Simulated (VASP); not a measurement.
A run of VASP 6.6.1:

File INCAR:

```
PREC = Accurate ; ENCUT = 520
EDIFF = 1E-7 ; ISMEAR = -1
SIGMA = 0.1 ; LREAL = False
LASPH = True ; NELM = 150
ALGO = Normal ; ISIF = 2
LWAVE = False ; LCHARG = False
ISPIN = 2 ; MAGMOM = 0 0 3 3
LORBIT = 11 ; LMAXMIX = 4
GGA = PE ; NBANDS = 23
```

The input KPOINTS:

```
Automatic mesh
0
Gamma
  10 10 10
```

Contents of POSCAR:

```
AlFe
1.0
    2.9100000000      2.9100000000      0.0000000000
    2.9100000000      0.0000000000      2.9100000000
    2.9100000000      0.0000000000     -2.9100000000
Al Fe
2 2
Direct
    0.0000000000      0.0000000000      0.0000000000
    0.0000000000      0.5000000000      0.5000000000
    0.5000000000      0.2500000000      0.7500000000
    0.5000000000      0.7500000000      0.2500000000
```

Potentials or basis: VASP PAW PBE potentials, release 64 (Al, Fe).

Run with:

```bash
$ cat potpaw_PBE.64/Al/POTCAR potpaw_PBE.64/Fe/POTCAR > POTCAR
$ mpirun -np 1 vasp_std > vasp.out
```

Hardware: 1 thread of Intel Xeon 8259CL, on a shared host.

Task: Estimate the wall time of this run.

Result: It took 2.7 min on 1 thread of Intel Xeon 8259CL, with other jobs on the host, peak memory 0.25 GiB. Counts: scf iterations 16, k points 47.
